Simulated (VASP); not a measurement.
Write the native input for VASP 6.6.1 that does the following.

```yaml
Task: single point
Functional: PBEsol
Potentials_or_basis: VASP PAW PBE potentials, release 64 (Mg, S)
Cutoff: 520 eV
k_mesh: 6 × 6 × 4
Occupations: gaussian, width 0.05 eV
Spin: no spin polarisation
Dipole_correction: no
Further_INCAR_settings: ALGO = Normal; EDIFF = 1e-06; NBANDS = 16
```

The structure of MgS lies in POSCAR:

```
MgS
1.0
    3.8732375105      0.0000000000      0.0000000000
   -1.9366187553      3.3543220790      0.0000000000
    0.0000000000      0.0000000000      6.1750024128
Mg S
2 2
Direct
    0.6666666667      0.3333333333      0.4957548500
    0.3333333333      0.6666666667      0.9957548500
    0.3333333333      0.6666666667      0.3792441500
    0.6666666667      0.3333333333      0.8792441500
```

This cell differs from its parent crystal: strain -0.040 along x and y, -0.040 along z.

The input as run:

INCAR

```
SYSTEM = MgS
ALGO = Normal ; EDIFF = 1E-6
ENCUT = 520 ; GGA = PS
ISIF = 2 ; ISMEAR = 0
LASPH = .True. ; LCHARG = .False.
LREAL = .False. ; LWAVE = .False.
NBANDS = 16 ; NELM = 60
PREC = Accurate ; SIGMA = 0.05
```

KPOINTS

```
k-points
0
Gamma
  6 6 4
  0 0 0
```

Potentials or basis: VASP PAW PBE potentials, release 64 (Mg, S).

Command:

```console
$ cat potpaw_PBE.64/Mg/POTCAR potpaw_PBE.64/S/POTCAR > POTCAR
$ mpirun -np 1 vasp_std > vasp.out
```

Results of the run:

* Pressure: 8.5 GPa
* Largest force: 0.028 eV/Å
* Band gap on the k mesh: 3.89 eV, direct

Caveat: the cell differs from its parent crystal (strain -0.040 along x and y, -0.040 along z); the PAW data sets were made with another functional, which shifts forces and pressure a little.

Run time: 40 s on 1 thread of AMD EPYC 7R13 (shared host), peak memory 0.17 GiB.
